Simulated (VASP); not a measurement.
# KF (Fm-3m) in VASP: single point with LDA

Aim: the single point of KF with LDA.

Program: VASP 6.6.1. These are calculated values, not measurements. Logs are shortened: lines on timing, memory, paths and dates and some standing lists are left out, and cuts for length are marked.

## (1) The cell of the first run

It takes space group Fm-3m (No. 225, cubic). The conventional cell has a = 5.163 Å, b = 5.163 Å, c = 5.163 Å, α = 90.00°, β = 90.00°, γ = 90.00°. K (site symmetry m-3m) has 6 F at 2.58 Å within 3.4 Å. F (site symmetry m-3m) has 6 K at 2.58 Å within 3.4 Å.

## (2) Single point, LDA

INCAR reads:

```
PREC = Accurate ; ENCUT = 520
EDIFF = 1E-6 ; ISMEAR = 0
SIGMA = 0.02 ; LREAL = False
LASPH = True ; NELM = 60
ALGO = Normal ; ISIF = 2
LWAVE = False ; LCHARG = False
GGA = CA ; NBANDS = 15
```

KPOINTS reads:

```
regular mesh
0
Gamma
  8 8 8
```

POSCAR reads:

```
KF
1.0
    0.0000000000      2.5812828431      2.5812828431
    2.5812828431      0.0000000000      2.5812828431
    2.5812828431      2.5812828431      0.0000000000
K F
1 1
Direct
    0.0000000000      0.0000000000      0.0000000000
    0.5000000000      0.5000000000      0.5000000000
```

Potentials or basis: VASP PAW LDA potentials, release 64 (K_sv, F).

Run with:

```console
> cat potpaw_LDA.64/K_sv/POTCAR potpaw_LDA.64/F/POTCAR > POTCAR
> mpirun -np 1 vasp_std > vasp.out
```

OUTCAR:

```text
PREC = Accurate
   ENCUT = 520
   EDIFF = 1E-6
   ISMEAR = 0
   LREAL = False
   LASPH = True
   NELM = 60
   ISIF = 2
   GGA = CA

 ion  position               nearest neighbor table
   1  0.000  0.000  0.000-   2 2.58   2 2.58   2 2.58   2 2.58   2 2.58   2 2.58
   2  0.500  0.500  0.500-   1 2.58   1 2.58   1 2.58   1 2.58   1 2.58   1 2.58

  LATTYP: Found a face centered cubic cell.
 ALAT       =     5.1625656862

  Lattice vectors:

 A1 = (   0.0000000000,   2.5812828431,   2.5812828431)
 A2 = (   2.5812828431,   0.0000000000,   2.5812828431)
 A3 = (   2.5812828431,   2.5812828431,   0.0000000000)

Analysis of symmetry for initial positions (statically):
=====================================================================
 Subroutine PRICEL returns:
 Original cell was already a primitive cell.

 Routine SETGRP: Setting up the symmetry group for a
 face centered cubic supercell.

 Subroutine GETGRP returns: Found 48 space group operations
 (whereof 48 operations were pure point group operations)
 out of a pool of 48 trial point group operations.

The static configuration has the point symmetry O_h .

Analysis of symmetry for dynamics (positions and initial velocities):
=====================================================================
 Subroutine PRICEL returns:
 Original cell was already a primitive cell.

 Routine SETGRP: Setting up the symmetry group for a
 face centered cubic supercell.

 Subroutine GETGRP returns: Found 48 space group operations
 (whereof 48 operations were pure point group operations)
 out of a pool of 48 trial point group operations.

The dynamic configuration has the point symmetry O_h .

 Subroutine INISYM returns: Found 48 space group operations
 (whereof 48 operations are pure point group operations),
 and found     1 'primitive' translations

----------------------------------------------------------------------------------------

                                     Primitive cell

  volume of cell :      34.3983

  direct lattice vectors                    reciprocal lattice vectors
     0.000000000  2.581282843  2.581282843    -0.193702136  0.193702136  0.193702136
     2.581282843  0.000000000  2.581282843     0.193702136 -0.193702136  0.193702136
     2.581282843  2.581282843  0.000000000     0.193702136  0.193702136 -0.193702136

  length of vectors
     3.650485205  3.650485205  3.650485205     0.335501941  0.335501941  0.335501941

  position of ions in fractional coordinates (direct lattice)
     0.000000000  0.000000000  0.000000000
     0.500000000  0.500000000  0.500000000

  ion indices of the primitive-cell ions
   primitive index   ion index
                 1           1
                 2           2

----------------------------------------------------------------------------------------

 KPOINTS: regular mesh

Automatic generation of k-mesh.
 Grid dimensions read from file:
 generate k-points for:    8    8    8

 Generating k-lattice:

  Cartesian coordinates                     Fractional coordinates (reciprocal lattice)
    -0.024212767  0.024212767  0.024212767     0.125000000  0.000000000  0.000000000
     0.024212767 -0.024212767  0.024212767     0.000000000  0.125000000  0.000000000
     0.024212767  0.024212767 -0.024212767     0.000000000  0.000000000  0.125000000

  Length of vectors
     0.041937743  0.041937743  0.041937743

  Shift w.r.t. Gamma in fractional coordinates (k-lattice)
     0.000000000  0.000000000  0.000000000

 Subroutine IBZKPT returns following result:
 ===========================================

 Found     29 irreducible k-points:

 Following reciprocal coordinates:
            Coordinates               Weight
  0.000000  0.000000  0.000000      1.000000
  0.125000  0.000000  0.000000      8.000000
  0.250000  0.000000  0.000000      8.000000
  0.375000  0.000000  0.000000      8.000000
  0.500000  0.000000  0.000000      4.000000
  0.125000  0.125000  0.000000      6.000000
[... 16 lines left out ...]
  0.500000  0.250000  0.125000     48.000000
 -0.375000  0.250000  0.125000     24.000000
 [... further k-points ...]
   k-points           NKPTS =     29   k-points in BZ     NKDIM =     29   number of bands    NBANDS=     15
   number of dos      NEDOS =    301   number of ions     NIONS =      2
   total plane-waves  NPLWV =  21952
   dimension x,y,z NGX =    28 NGY =   28 NGZ =   28
   dimension x,y,z NGXF=    56 NGYF=   56 NGZF=   56
   ions per type =               1   1
   NGX,Y,Z   is equivalent  to a cutoff of  12.75, 12.75, 12.75 a.u.
   NGXF,Y,Z  is equivalent  to a cutoff of  25.50, 25.50, 25.50 a.u.
 SYSTEM =  unknown system
   PREC   = accura    normal or accurate (medium, high low for compatibility)
   ISTART =      0    job   : 0-new  1-cont  2-samecut
   ICHARG =      2    charge: 1-file 2-atom 10-const
   ISPIN  =      1    spin polarized calculation?
   LNONCOLLINEAR =      F non collinear calculations
   LSORBIT =      F    spin-orbit coupling
   LASPH  =      T    aspherical Exc in radial PAW
   ENCUT  =  520.0 eV  38.22 Ry    6.18 a.u.   6.79  6.79  6.79*2*pi/ulx,y,z
   NELM   =     60;   NELMIN=  2; NELMDL= -5     # of ELM steps
   EDIFF  = 0.1E-05   stopping-criterion for ELM
   LREAL  =      F    real-space projection
   EDIFFG = 0.1E-04   stopping-criterion for IOM
   NSW    =      0    number of steps for IOM
   IBRION =     -1    ionic relax: 0-MD 1-quasi-New 2-CG
   NFREE  =      0    steps in history (QN), initial steepest desc. (CG)
   ISIF   =      2    stress and relaxation
   ISYM   =      2    0-nonsym 1-usesym 2-fastsym
   POTIM  = 0.5000    time-step for ionic-motion
   TEBEG  =    0.0;   TEEND  =   0.0 temperature during run
   PSTRESS=    0.0 pullay stress
   NELECT =      16.0000    total number of electrons
   NUPDOWN=      -1.0000    fix difference up-down
   EMIN   =  10.00;   EMAX   =-10.00  energy-range for DOS
   EFERMI =   0.00;   METHOD = LEGACY
   ISMEAR =     0;   SIGMA  =   0.02  broadening in eV -4-tet -1-fermi 0-gaus
   EFERMI_NEDOS =   21; number of points for ismear=-14 and -15
   IALGO  =     38    algorithm
   IMIX   =      4    mixing-type and parameters
     AMIX     =   0.40;   BMIX     =  1.00
     AMIX_MAG =   1.60;   BMIX_MAG =  1.00
  volume/ion in A,a.u.               =      17.20       116.07
  Fermi-wavevector in a.u.,A,eV,Ry     =   1.268438  2.397000 21.890888  1.608935
  Thomas-Fermi vector in A             =   2.401533
   LORBIT       =      0    0 simple, 1 ext, 2 COOP (PROOUT), +10 PAW based schemes
   GGA     = CA    functional components
   LHFCALC =     F    Hartree Fock is set to
   AEXX    =    0.0000 exact exchange contribution
   IVDW    =     0    specifies the selected vdW correction
   LEPSILON=     F    determine dielectric tensor
   LRPA    =     F    only Hartree local field effects (RPA)
 non-spin polarized calculation
 Gauss-broadening in eV      SIGMA  =   0.02
  energy-cutoff  :      520.00
  volume of cell :       34.40
 maximum number of plane-waves:       941
   NGX = 13   NGY = 13   NGZ = 13

 number of electron      15.9999998 magnetization

 Free energy of the ion-electron system (eV)
  ---------------------------------------------------
  ext. energy  EPLUGINS =         0.00000000
  ---------------------------------------------------
  free energy    TOTEN  =        -9.07147705 eV

  energy without entropy =       -9.07147705  energy(sigma->0) =       -9.07147705

 E-fermi :  -2.7312     XC(G=0):  -9.6139

 val. band max:       -2.9251707682   @ k =   0.0000   0.0000   0.0000
 cond. band min:       3.4222199867   @ k =   0.0000   0.0000   0.0000
 fundamental gap:      6.3473907549
 Fermi energy:        -2.7312046918

 k-point     1 :       0.0000    0.0000    0.0000
  band No.  band energies     occupation
      1     -28.3060      2.00000
      2     -21.1955      2.00000
      3     -11.6798      2.00000
      4     -11.6798      2.00000
      5     -11.6798      2.00000
      6      -2.9252      2.00000
      7      -2.9252      2.00000
      8      -2.9252      2.00000
      9       3.4222      0.00000
     10       7.8524      0.00000
     11       7.8524      0.00000
     12       7.8524      0.00000
     13       9.7373      0.00000
     14       9.7373      0.00000
     15      14.0943      0.00000

 k-point     2 :       0.1250    0.0000    0.0000
  band No.  band energies     occupation
      1     -28.2817      2.00000
      2     -21.2201      2.00000
      3     -11.7329      2.00000
      4     -11.6864      2.00000
      5     -11.6864      2.00000
      6      -3.1004      2.00000
      7      -2.9967      2.00000
      8      -2.9967      2.00000
      9       3.9052      0.00000
     10       7.5645      0.00000
     11       8.0940      0.00000
     12       8.0940      0.00000
     13       9.9200      0.00000
     14       9.9200      0.00000
     15      14.9835      0.00000

 k-point     3 :       0.2500    0.0000    0.0000
  band No.  band energies     occupation
      1     -28.2222      2.00000
      2     -21.2818      2.00000
      3     -11.8595      2.00000
      4     -11.7021      2.00000
      5     -11.7021      2.00000
      6      -3.4668      2.00000
      7      -3.1644      2.00000
      8      -3.1644      2.00000
      9       5.0680      0.00000
     10       7.2166      0.00000
     11       8.7035      0.00000
     12       8.7035      0.00000
     13      10.4651      0.00000
     14      10.4651      0.00000
     15      16.4293      0.00000
[... 343 lines left out ...]
 k-point    23 :       0.5000    0.2500    0.1250
  band No.  band energies     occupation
      1     -28.1353      2.00000
      2     -21.3219      2.00000
      3     -12.0680      2.00000
      4     -11.9767      2.00000
      5     -11.7649      2.00000
      6      -3.5991      2.00000
      7      -3.3103      2.00000
      8      -3.0887      2.00000
      9       6.4294      0.00000
     10       6.8930      0.00000
     11       9.2371      0.00000
     12      10.0595      0.00000
     13      11.1534      0.00000
     14      12.2454      0.00000
     15      14.1675      0.00000

 k-point    24 :      -0.3750    0.2500    0.1250
  band No.  band energies     occupation
      1     -28.1159      2.00000
      2     -21.3340      2.00000
      3     -12.1323      2.00000
      4     -12.0040      2.00000
      5     -11.7728      2.00000
      6      -3.6101      2.00000
      7      -3.2652      2.00000
      8      -3.2166      2.00000
      9       6.5800      0.00000
     10       7.3410      0.00000
     11       9.2234      0.00000
     12      10.2585      0.00000
     13      11.7063      0.00000
     14      12.8584      0.00000
     15      13.2262      0.00000

 [... further k-points ...]

------------------------ aborting loop because EDIFF is reached ----------------------------------------

  FORCE on cell =-STRESS in cart. coord.  units (eV):
  Direction    XX          YY          ZZ          XY          YZ          ZX
  --------------------------------------------------------------------------------------
  -------------------------------------------------------------------------------------
  Total        0.0507195      0.0507195      0.0507195      0.0000000      0.0000000     -0.0000000
  in kB        2.3623767      2.3623767      2.3623767      0.0000000      0.0000000     -0.0000000
  external PRESSURE =       2.3623767 kB  Pullay stress =       0.0000000 kB

 VOLUME and BASIS-vectors are now :
 -----------------------------------------------------------------------------
  energy-cutoff  :      520.00
  volume of cell :       34.40
      direct lattice vectors                 reciprocal lattice vectors
     0.000000000  2.581282843  2.581282843    -0.193702136  0.193702136  0.193702136
     2.581282843  0.000000000  2.581282843     0.193702136 -0.193702136  0.193702136
     2.581282843  2.581282843  0.000000000     0.193702136  0.193702136 -0.193702136

 POSITION                                       TOTAL-FORCE (eV/Angst)
 -----------------------------------------------------------------------------------
      0.00000      0.00000      0.00000        -0.000000     -0.000000      0.000000
      2.58128      2.58128      2.58128         0.000000      0.000000     -0.000000
 -----------------------------------------------------------------------------------
    total drift:                                0.000000      0.000000      0.000000

  FREE ENERGIE OF THE ION-ELECTRON SYSTEM (eV)
  ---------------------------------------------------
  free  energy   TOTEN  =        -9.0714770468 eV

  energy  without entropy=       -9.0714770468  energy(sigma->0) =       -9.07147705
```

Run time: 18 s. Hardware: 1 thread of Intel Xeon Platinum 8259CL at 2.50GHz (Skylake/Cascade Lake), shared host; peak memory 0.14 GiB.

Results:

```
Free energy            : -9.0715 eV
Pressure               : 0.2 GPa
Band gap on the k mesh : 6.35 eV
```

A k mesh can miss the band edges.
